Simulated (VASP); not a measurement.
# C (I4_1/amd) in VASP: a series of runs

C is run at these levels: PBE; tasks: single point, relaxation of cell and atoms.

Program: VASP 6.6.1. These are calculated values, not measurements. Logs are shortened: lines on timing, memory, paths and dates and some standing lists are left out, and cuts for length are marked.

## 1. The cell of the first run

It takes space group I4_1/amd (No. 141, tetragonal). The conventional cell has a = 2.538 Å, b = 2.538 Å, c = 8.655 Å, α = 90.00°, β = 90.00°, γ = 90.00°. Within 1.9 Å of C (site symmetry 2mm) lie 3 C at 1.44 to 1.49 Å.

The cell was generated, and may not be a known phase.

## 2. Single point, PBE, collinear spin

Input file INCAR:

```
SYSTEM = C
ALGO = Normal
EDIFF = 1E-6
ENCUT = 520
GGA = PE
ISIF = 2
ISMEAR = 0
ISPIN = 2
LASPH = .True.
LCHARG = .True.
LELF = .True.
LORBIT = 11
LREAL = .False.
LVHAR = .True.
LWAVE = .False.
MAGMOM = 1 1 1 1
NBANDS = 20
NELM = 150
PREC = Accurate
SIGMA = 0.1
```

Input file KPOINTS:

```
k-points
0
Gamma
  10 10 10
  0 0 0
```

Input file POSCAR:

```
C
1.0
   -1.2691872893      1.2691872893      4.3274856642
    1.2691872893     -1.2691872893      4.3274856642
    1.2691872893      1.2691872893     -4.3274856642
C
4
Direct
    0.0861737762      0.0861737762      0.0000000000
    0.8361737762      0.3361737762      0.5000000000
    0.9138262238      0.9138262238      0.0000000000
    0.6638262238      0.1638262238      0.5000000000
```

Potentials or basis: VASP PAW PBE potentials, release 64 (C).

On the command line:

```
$ cat potpaw_PBE.64/C/POTCAR > POTCAR
$ mpirun -np 1 vasp_std > vasp.out
```

OUTCAR:

```text
SYSTEM = C
   EDIFF = 1E-6
   ENCUT = 520
   GGA = PE
   ISIF = 2
   ISMEAR = 0
   ISPIN = 2
   LASPH = .True.
   LORBIT = 11
   LREAL = .False.
   NELM = 150
   PREC = Accurate

 ion  position               nearest neighbor table
   1  0.086  0.086  0.000-   4 1.44   4 1.44   3 1.49
   2  0.836  0.336  0.500-   3 1.44   3 1.44   4 1.49
   3  0.914  0.914  0.000-   2 1.44   2 1.44   1 1.49
   4  0.664  0.164  0.500-   1 1.44   1 1.44   2 1.49

  LATTYP: Found a body centered tetragonal cell.
 ALAT       =     2.5383745786
 C/A-ratio  =     3.4096509638

  Lattice vectors:

 A1 = (  -1.2691872893,   1.2691872893,   4.3274856642)
 A2 = (   1.2691872893,  -1.2691872893,   4.3274856642)
 A3 = (   1.2691872893,   1.2691872893,  -4.3274856642)

Analysis of symmetry for initial positions (statically):
=====================================================================
 Subroutine PRICEL returns:
 Original cell was already a primitive cell.

 Routine SETGRP: Setting up the symmetry group for a
 body centered tetragonal supercell.

 Subroutine GETGRP returns: Found 16 space group operations
 (whereof  8 operations were pure point group operations)
 out of a pool of 16 trial point group operations.

The static configuration has the point symmetry D_2d.
 The point group associated with its full space group is D_4h.

Analysis of symmetry for dynamics (positions and initial velocities):
=====================================================================
 Subroutine PRICEL returns:
 Original cell was already a primitive cell.

 Routine SETGRP: Setting up the symmetry group for a
 body centered tetragonal supercell.

 Subroutine GETGRP returns: Found 16 space group operations
 (whereof  8 operations were pure point group operations)
 out of a pool of 16 trial point group operations.

The dynamic configuration has the point symmetry D_2d.
 The point group associated with its full space group is D_4h.

Analysis of structural, dynamic, and magnetic symmetry:
=====================================================================
 Subroutine PRICEL returns:
 Original cell was already a primitive cell.

 Routine SETGRP: Setting up the symmetry group for a
 body centered tetragonal supercell.

 Subroutine GETGRP returns: Found 16 space group operations
 (whereof  8 operations were pure point group operations)
 out of a pool of 16 trial point group operations.

The overall configuration has the point symmetry D_2d.
 The point group associated with its full space group is D_4h.

 Subroutine INISYM returns: Found 16 space group operations
 (whereof  8 operations are pure point group operations),
 and found     1 'primitive' translations

----------------------------------------------------------------------------------------

                                     Primitive cell

  volume of cell :      27.8835

  direct lattice vectors                    reciprocal lattice vectors
    -1.269187289  1.269187289  4.327485664     0.000000000  0.393952890  0.115540533
     1.269187289 -1.269187289  4.327485664     0.393952890  0.000000000  0.115540533
     1.269187289  1.269187289 -4.327485664     0.393952890  0.393952890  0.000000000

  length of vectors
     4.684955168  4.684955168  4.684955168     0.410546580  0.410546580  0.557133519

  position of ions in fractional coordinates (direct lattice)
     0.086173776  0.086173776  0.000000000
     0.836173776  0.336173776  0.500000000
     0.913826224  0.913826224  0.000000000
     0.663826224  0.163826224  0.500000000

  ion indices of the primitive-cell ions
   primitive index   ion index
                 1           1
                 2           2
                 3           3
                 4           4

----------------------------------------------------------------------------------------

 KPOINTS: k-points

Automatic generation of k-mesh.
 Grid dimensions read from file:
 generate k-points for:   10   10   10

 Generating k-lattice:

  Cartesian coordinates                     Fractional coordinates (reciprocal lattice)
     0.000000000  0.039395289  0.011554053     0.100000000  0.000000000 -0.000000000
     0.039395289  0.000000000  0.011554053     0.000000000  0.100000000 -0.000000000
     0.039395289  0.039395289  0.000000000     0.000000000  0.000000000  0.100000000

  Length of vectors
     0.041054658  0.041054658  0.055713352

  Shift w.r.t. Gamma in fractional coordinates (k-lattice)
     0.000000000  0.000000000  0.000000000

 Subroutine IBZKPT returns following result:
 ===========================================

 Found    102 irreducible k-points:

 Following reciprocal coordinates:
            Coordinates               Weight
  0.000000  0.000000  0.000000      1.000000
  0.100000  0.000000 -0.000000      8.000000
  0.200000  0.000000 -0.000000      8.000000
  0.300000  0.000000 -0.000000      8.000000
  0.400000  0.000000 -0.000000      8.000000
  0.500000  0.000000 -0.000000      4.000000
[... 16 lines left out ...]
  0.300000  0.300000 -0.000000      8.000000
  0.400000  0.300000 -0.000000     16.000000
 [... further k-points ...]
   k-points           NKPTS =    102   k-points in BZ     NKDIM =    102   number of bands    NBANDS=     20
   number of dos      NEDOS =    301   number of ions     NIONS =      4
   total plane-waves  NPLWV =  46656
   dimension x,y,z NGX =    36 NGY =   36 NGZ =   36
   dimension x,y,z NGXF=    72 NGYF=   72 NGZF=   72
   ions per type =               4
   NGX,Y,Z   is equivalent  to a cutoff of  12.77, 12.77, 12.77 a.u.
   NGXF,Y,Z  is equivalent  to a cutoff of  25.55, 25.55, 25.55 a.u.
 SYSTEM =  C
   PREC   = accura    normal or accurate (medium, high low for compatibility)
   ISTART =      0    job   : 0-new  1-cont  2-samecut
   ICHARG =      2    charge: 1-file 2-atom 10-const
   ISPIN  =      2    spin polarized calculation?
   LNONCOLLINEAR =      F non collinear calculations
   LSORBIT =      F    spin-orbit coupling
   LASPH  =      T    aspherical Exc in radial PAW
   ENCUT  =  520.0 eV  38.22 Ry    6.18 a.u.   8.71  8.71  8.71*2*pi/ulx,y,z
   NELM   =    150;   NELMIN=  2; NELMDL= -5     # of ELM steps
   EDIFF  = 0.1E-05   stopping-criterion for ELM
   LREAL  =      F    real-space projection
   EDIFFG = 0.1E-04   stopping-criterion for IOM
   NSW    =      0    number of steps for IOM
   IBRION =     -1    ionic relax: 0-MD 1-quasi-New 2-CG
   NFREE  =      0    steps in history (QN), initial steepest desc. (CG)
   ISIF   =      2    stress and relaxation
   ISYM   =      2    0-nonsym 1-usesym 2-fastsym
   POTIM  = 0.5000    time-step for ionic-motion
   TEBEG  =    0.0;   TEEND  =   0.0 temperature during run
   PSTRESS=    0.0 pullay stress
   NELECT =      16.0000    total number of electrons
   NUPDOWN=      -1.0000    fix difference up-down
   EMIN   =  10.00;   EMAX   =-10.00  energy-range for DOS
   EFERMI =   0.00;   METHOD = LEGACY
   ISMEAR =     0;   SIGMA  =   0.10  broadening in eV -4-tet -1-fermi 0-gaus
   EFERMI_NEDOS =   21; number of points for ismear=-14 and -15
   IALGO  =     38    algorithm
   IMIX   =      4    mixing-type and parameters
     AMIX     =   0.40;   BMIX     =  1.00
     AMIX_MAG =   1.60;   BMIX_MAG =  1.00
  volume/ion in A,a.u.               =       6.97        47.04
  Fermi-wavevector in a.u.,A,eV,Ry     =   1.360397  2.570778 25.180046  1.850681
  Thomas-Fermi vector in A             =   2.487063
   LORBIT       =     11    0 simple, 1 ext, 2 COOP (PROOUT), +10 PAW based schemes
   GGA     = PE    functional components
   LHFCALC =     F    Hartree Fock is set to
   AEXX    =    0.0000 exact exchange contribution
   IVDW    =     0    specifies the selected vdW correction
   LEPSILON=     F    determine dielectric tensor
   LRPA    =     F    only Hartree local field effects (RPA)
 spin polarized calculation
 Gauss-broadening in eV      SIGMA  =   0.10
  energy-cutoff  :      520.00
  volume of cell :       27.88
 maximum number of plane-waves:       772
   NGX = 17   NGY = 17   NGZ = 17

 number of electron      16.0000001 magnetization      -0.0005886

 number of electron      16.0000001 magnetization       0.0000029

 Free energy of the ion-electron system (eV)
  ---------------------------------------------------
  ext. energy  EPLUGINS =         0.00000000
  ---------------------------------------------------
  free energy    TOTEN  =       -34.54308373 eV

  energy without entropy =      -34.54075917  energy(sigma->0) =      -34.54192145

 E-fermi :   7.3152     XC(G=0): -12.0232

 val. band max:        7.2330860301   @ k =   0.3000   0.3000   0.1000
 cond. band min:       7.3727945166   @ k =  -0.4000   0.5000   0.1000
 fundamental gap:      0.1397084866
 Fermi energy:         7.3151928903

 spin component 1

 k-point     1 :       0.0000    0.0000    0.0000
  band No.  band energies     occupation
      1     -12.8410      1.00000
      2      -7.7974      1.00000
      3      -6.1139      1.00000
      4       1.4151      1.00000
      5       1.4151      1.00000
      6       4.7366      1.00000
[... 541 lines left out ...]
     19      28.5726      0.00000
     20      29.2801      0.00000

 [... further k-points ...]

 spin component 2

 k-point     1 :       0.0000    0.0000    0.0000
  band No.  band energies     occupation
      1     -12.8410      1.00000
      2      -7.7974      1.00000
      3      -6.1139      1.00000
      4       1.4151      1.00000
      5       1.4151      1.00000
      6       4.7366      1.00000
[... 541 lines left out ...]
     19      28.5726      0.00000
     20      29.2801      0.00000

 [... further k-points ...]

------------------------ aborting loop because EDIFF is reached ----------------------------------------

  FORCE on cell =-STRESS in cart. coord.  units (eV):
  Direction    XX          YY          ZZ          XY          YZ          ZX
  --------------------------------------------------------------------------------------
  -------------------------------------------------------------------------------------
  Total        0.0854631      0.0854631      0.0885761      0.0000000     -0.0000000      0.0000000
  in kB        4.9106884      4.9106884      5.0895592      0.0000000     -0.0000000      0.0000000
  external PRESSURE =       4.9703120 kB  Pullay stress =       0.0000000 kB

 VOLUME and BASIS-vectors are now :
 -----------------------------------------------------------------------------
  energy-cutoff  :      520.00
  volume of cell :       27.88
      direct lattice vectors                 reciprocal lattice vectors
    -1.269187289  1.269187289  4.327485664     0.000000000  0.393952890  0.115540533
     1.269187289 -1.269187289  4.327485664     0.393952890  0.000000000  0.115540533
     1.269187289  1.269187289 -4.327485664     0.393952890  0.393952890  0.000000000

 POSITION                                       TOTAL-FORCE (eV/Angst)
 -----------------------------------------------------------------------------------
      0.00000      0.00000      0.74583         0.000000      0.000000     -0.003374
      0.00000      1.26919      2.90957         0.000000      0.000000     -0.003374
      0.00000      0.00000      7.90914        -0.000000     -0.000000      0.003374
      0.00000      1.26919      1.41791         0.000000      0.000000      0.003374
 -----------------------------------------------------------------------------------
    total drift:                                0.000000      0.000000     -0.000000

  FREE ENERGIE OF THE ION-ELECTRON SYSTEM (eV)
  ---------------------------------------------------
  free  energy   TOTEN  =       -34.5430837258 eV

  energy  without entropy=      -34.5407591651  energy(sigma->0) =      -34.54192145

 total charge

# of ion       s       p       d       tot
------------------------------------------
    1        0.856   1.728   0.000   2.584
    2        0.856   1.728   0.000   2.584
    3        0.856   1.728   0.000   2.584
    4        0.856   1.728   0.000   2.584
--------------------------------------------------
tot          3.424   6.911   0.000  10.335

 magnetization (x)

# of ion       s       p       d       tot
------------------------------------------
    1       -0.000  -0.000   0.000  -0.000
    2       -0.000  -0.000   0.000  -0.000
    3       -0.000  -0.000   0.000  -0.000
    4       -0.000  -0.000   0.000  -0.000
--------------------------------------------------
tot         -0.000  -0.000   0.000  -0.000
```

Wall time 92 s (1 thread of Intel Xeon 6975P-C (Granite Rapids), shared host); peak memory 0.27 GiB.

Results:

- Free energy: -34.5431 eV
- Pressure: 0.5 GPa
- Largest force: 0.003 eV/Å
- Band gap on the k mesh: zero (filled and empty bands overlap)
- Net moment: 0.00 μB per cell
- Valence electrons inside the program's atomic spheres: C 2.58

Forces in eV/Å, atoms in the order of the input:
```
C    0.000  0.000 -0.003
C    0.000  0.000 -0.003
C    0.000  0.000  0.003
C    0.000  0.000  0.003
```

Levels at points of the mesh, in eV from the Fermi level:
Spin up:
```csv
k point,band 5,band 6,band 7,band 8,band 9,band 10,band 11,band 12
"(0.00, 0.00, 0.00)",-5.90,-2.58,-1.92,-1.92,4.99,6.86,8.73,8.78
"(0.50, 0.00, 0.00)",-6.83,-5.48,-5.42,2.15,3.15,3.21,7.28,9.47
"(0.50, 0.50, 0.00)",-7.53,-7.53,-2.76,-2.76,-2.50,-2.50,10.08,10.08
"(0.50, 0.50, 0.50)",-6.22,-6.22,-0.83,-0.83,5.90,5.90,6.29,6.29
```
Spin down:
| k point | band 4 | band 5 | band 6 | band 7 | band 8 | band 9 | band 10 | band 11 | band 12 | band 13 |
| --- | --- | --- | --- | --- | --- | --- | --- | --- | --- | --- |
| (0.00, 0.00, 0.00) | -5.90 | -5.90 | -2.58 | -1.92 | -1.92 | 4.99 | 6.86 | 8.73 | 8.78 | 8.78 |
| (0.50, 0.00, 0.00) | -10.19 | -6.83 | -5.48 | -5.42 | 2.15 | 3.15 | 3.21 | 7.28 | 9.47 | 11.67 |
| (0.50, 0.50, 0.00) | -11.52 | -7.53 | -7.53 | -2.76 | -2.76 | -2.50 | -2.50 | 10.08 | 10.08 | 10.39 |
| (0.50, 0.50, 0.50) | -7.66 | -6.22 | -6.22 | -0.83 | -0.83 | 5.90 | 5.90 | 6.29 | 6.29 | 11.22 |

Caveat: this functional lacks dispersion, which binds layers or chains, so the pressure and a relaxed spacing across them are unreliable.

[end of part 1 of 2]

The gap in the log of VASP goes by the Fermi energy; the results here count the filled bands.